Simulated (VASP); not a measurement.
C: electric field gradients with LDA

C:

```
C
1.0
     0.00000    1.77744    1.77744
     1.77744    0.00000    1.77744
     1.77744    1.77744    0.00000
C
2
Direct
  0.50000 0.50000 0.50000
  0.75000 0.75000 0.75000
```

```json
{
  "Program": "VASP 6.6.1",
  "Task": "electric field gradients",
  "Functional": "LDA",
  "Potentials or basis": "VASP PAW LDA potentials, release 64 (C_h)",
  "Cutoff": "1000 eV",
  "k mesh": "16 × 16 × 16",
  "Occupations": "fermi-dirac, width 0.03 eV",
  "Spin": "no spin polarisation",
  "Dipole correction": "no",
  "Further INCAR settings": "ALGO = Normal; EDIFF = 1e-08; NBANDS = 11"
}
```

```json
{"Pressure": "-7.8 GPa", "Band gap on the k mesh": "4.13 eV (least direct gap 5.57 eV)", "Largest electric field gradient by atom": "under 0.05 V/Å² on every atom"}
```

Levels at points of the mesh, in eV from the valence-band top:
```csv
k point,band 2,band 3,band 4,band 5,band 6,band 7
"(0.00, 0.00, 0.00)",0.00,0.00,0.00,5.57,5.57,5.57
"(0.50, 0.00, 0.00)",-13.47,-2.82,-2.82,8.43,8.43,9.15
"(0.50, 0.50, 0.00)",-12.68,-6.35,-6.35,4.73,4.73,16.77
```

Wall time 17 s on 1 thread of Intel(R) Xeon(R) 6975P-C (Granite Rapids) (shared host), peak memory 0.15 GiB.

Caveat: the cell stands under tension. A k mesh can miss the band edges.
